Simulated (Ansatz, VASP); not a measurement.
# Mn in VASP and in Ansatz

```xyz
1
Lattice="2.3879 0.0000 0.0000 0.0000 2.3879 0.0000 0.0000 0.0000 2.3879" Properties=species:S:1:pos:R:3 pbc="T T T"
Mn    0.0000    0.0000    0.0000
```

Alike in both runs: task relaxation of cell and atoms; functional PBE; k mesh 14 × 14 × 14; occupations fermi-dirac, width 0.05 eV; collinear spin.

```csv
,VASP,Ansatz
version,VASP 6.6.1,Ansatz 0.2.0
potentials or method,"VASP PAW PBE potentials, release 64 (Mn_pv)","PAW with Ansatz's default frozen-core files, scalar-relativistic"
plane-wave cutoff (eV),600,420
valence electrons in the cell,13,15
```

Ansatz gave:

```
net moment per atom (μB)                                      : 0.47
size of the moment on the site where the two differ most (μB) : 0.45
relaxed volume (Å³/atom)                                      : 11.97
relaxed cell length with the largest relative difference (Å)  : 2.288
```

**Question.** What did VASP give for the same quantities?

**Answer.** net moment per atom (μB): 0.47; size of the moment on the site where the two differ most (μB): 0.47; relaxed volume (Å³/atom): 11.98; relaxed cell length with the largest relative difference (Å): 2.288.

Site moments also hang on the region over which each program counts them. VASP's potentials hold 13 valence electrons a cell and Ansatz's 15, so a difference there can come from the potentials and not from the codes. Ansatz's warnings: seeded moment not kept.
